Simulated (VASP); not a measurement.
Write the native input for VASP 6.6.1 that does the following.

| Property | Result |
| --- | --- |
| Task | relaxation of cell and atoms |
| Functional | RPBE |
| Dispersion | D3(BJ) |
| Potentials or basis | VASP PAW PBE potentials, release 64 (Te, Sn_d) |
| Cutoff | 600 eV |
| k mesh | 7 × 7 × 7 |
| Occupations | fermi-dirac, width 0.05 eV |
| Spin | no spin polarisation |
| Dipole correction | no |
| Further INCAR settings | ALGO = Normal; EDIFF = 1e-06; IBRION = 2; EDIFFG = -0.01; NSW = 60; ISIF = 3 |

The structure of SnTe lies in POSCAR:

```
SnTe
1.0
    3.9047000000      0.0000000000      0.0000000000
    0.0000000000      3.9047000000      0.0000000000
    0.0000000000      0.0000000000      3.9047000000
Te Sn
1 1
Direct
    0.5000000000      0.5000000000      0.5000000000
    0.0000000000      0.0000000000      0.0000000000
```

These files were run (other wordings do the same):

INCAR

```
  PREC = Accurate
  ENCUT = 600
  EDIFF = 1E-6
  ISMEAR = -1
  SIGMA = 0.05
  LREAL = F
  LASPH = T
  NELM = 60
  ALGO = Normal
  ISIF = 3
  LWAVE = F
  LCHARG = F
  GGA = RP
  IVDW = 12
  IBRION = 2
  NSW = 60
  EDIFFG = -0.01
```

KPOINTS

```
regular mesh
0
Gamma
  7 7 7
```

Potentials or basis: VASP PAW PBE potentials, release 64 (Te, Sn_d).

The run is started by

```console
$ cat potpaw_PBE.64/Te/POTCAR potpaw_PBE.64/Sn_d/POTCAR > POTCAR
$ mpirun -np 1 vasp_std > vasp.out
```

It gave:

- Relaxed volume: 20.91 Å³/atom
- Relaxed cell: a = 3.471 Å, b = 3.471 Å, c = 3.471 Å, α = 90.00°, β = 90.00°, γ = 90.00°
- Space group after relaxing (to 0.05 Å): Pm-3m (No. 221)
- Energy gained by relaxing: 710.3 meV/atom
- Ionic steps: 3
- Pressure after relaxing: 0.0 GPa
- Band gap on the k mesh: zero (band 10 reaches 13.46 eV, above the bottom of band 11 at 10.17 eV)
- Dispersion energy per atom: -3.254 eV

Caveat: the volume moved by over 15 % at a fixed basis, so the end points are rough; the PAW data sets were made with another functional, which shifts forces and pressure a little; spin-orbit coupling is left out, which moves the levels of the heavy elements; pairwise dispersion overbinds metals, which lowers pressure and volume.

Run time: 34 s on 1 thread of AMD EPYC 7R43 64-Core Processor (Zen 3), on a shared host, peak memory 0.17 GiB.
